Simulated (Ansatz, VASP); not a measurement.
## Ga3As3CO in VASP and in Ansatz

```
Ga As O C
1.0
     4.01370    0.00000    0.00000
     0.00000    5.67623    0.00000
     0.00000    0.00000   23.33527
Ga As O C
3 3 1 1
Direct
  0.50000 0.50000 0.17141
  0.00000 0.06538 0.26800
  0.50000 0.48946 0.32285
  0.00000 0.25000 0.17141
  0.50000 0.81022 0.25049
  0.00000 0.28876 0.35934
  0.50000 0.12209 0.48361
  0.50000 0.12209 0.53290
```

Alike in both runs: task single point; functional PBE; dispersion D3(BJ); k mesh 7 × 5 × 1; occupations gaussian, width 0.05 eV; no spin polarisation.

|  | VASP | Ansatz |
| --- | --- | --- |
| version | VASP 6.6.1 | Ansatz 0.2.0 |
| potentials or method | VASP PAW PBE potentials, release 64 (Ga_d, As_d, O, C), cutoff 520 eV | scalar-relativistic, plane waves, PAW |
| valence electrons in the cell | 94 | 94 |

|  | VASP | Ansatz | Ansatz less VASP |
| --- | --- | --- | --- |
| gap on the k mesh at the Fermi level (eV) | 0.41 | 0.41 | +0.003 |
| least direct gap on the mesh (eV) | 0.76 | 0.76 | +0.003 |
| rms of the force components (eV/Å) | 0.379 | 0.545 | +0.1666 |

One of these differences is far larger than is usual between the two programs; its cause wasn't traced.

Noted on VASP's run: the standard files for N, O and F lose accuracy on very short bonds.
